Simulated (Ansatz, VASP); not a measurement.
One calculation of Ge, two programs

```
Ge
1.0
    -2.57449    2.57449    1.39741
     2.57449   -2.57449    1.39741
     2.57449    2.57449   -1.39741
Ge
2
Direct
  0.50000 0.50000 0.00000
  0.25000 0.75000 0.50000
```

Alike in both runs: task relaxation of cell and atoms; functional PBE; dispersion D3(BJ); k mesh 11 × 11 × 11; occupations fermi-dirac, width 0.05 eV; no spin polarisation.

|  | VASP | Ansatz |
| --- | --- | --- |
| version | VASP 6.6.1 | Ansatz 0.2.0 |
| potentials or method | VASP PAW PBE potentials, release 64 (Ge_d) | Ansatz PAW |
| plane-wave cutoff (eV) | 600 | 420 |
| valence electrons in the cell | 28 | 28 |

Ansatz gave:

| Quantity | Value |
| --- | --- |
| gap on the k mesh at the Fermi level, each at its own relaxed structure (eV) | none |
| relaxed volume (Å³/atom) | 18.54 |
| relaxed cell length with the largest relative difference (Å) | 3.904 |

Task: What did VASP give for the same quantities?

Result: gap on the k mesh at the Fermi level, each at its own relaxed structure (eV): none; relaxed volume (Å³/atom): 18.53; relaxed cell length with the largest relative difference (Å): 3.903.

A gap of «none» marks a metal or a gap that the smearing closes.

Noted on Ansatz's run: the plane-wave basis is chosen anew once the cell has moved, so the energies of steps on either side of that aren't comparable.
